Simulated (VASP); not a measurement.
A run of VASP 6.6.1 is set up as follows.

Contents of INCAR:

```
SYSTEM = TaN
PREC = Accurate
ENCUT = 520
EDIFF = 1E-6
ISMEAR = 0
SIGMA = 0.15
LREAL = .False.
LASPH = .True.
NELM = 60
ALGO = Normal
ISIF = 2
LWAVE = .False.
LCHARG = .False.
GGA = PS
NBANDS = 15
```

The input KPOINTS:

```
Automatic mesh
0
Gamma
  18 18 18
  0 0 0
```

Contents of POSCAR:

```
TaN
1.0
    0.0000000000      2.2334750000      2.0700500000
    2.2334750000      0.0000000000      2.0700500000
    2.2334750000      2.2334750000      0.0000000000
Ta N
1 1
Direct
    0.5000000000      0.5000000000      0.5000000000
    0.0000000000      0.0000000000      0.0000000000
```

Potentials or basis: VASP PAW PBE potentials, release 64 (Ta_pv, N).

Command:

```sh
$ cat potpaw_PBE.64/Ta_pv/POTCAR potpaw_PBE.64/N/POTCAR > POTCAR
$ mpirun -np 1 vasp_std > vasp.out
```

What does it give for the band gap on the k mesh?

Zero (band 8 reaches 11.44 eV, above the bottom of band 9 at 7.23 eV).

What does it give for the pressure?

11.8 GPa.

Stress tensor (GPa, compression positive):
```
-7.50  0.00  0.00
 0.00 -7.50  0.00
 0.00  0.00 50.32
```

Caveat: the cell differs from its parent crystal (strain +0.025 along x and y, -0.050 along z); the PAW data sets were made with another functional, which shifts forces and pressure a little; spin-orbit coupling is left out, which moves the levels of the heavy elements.
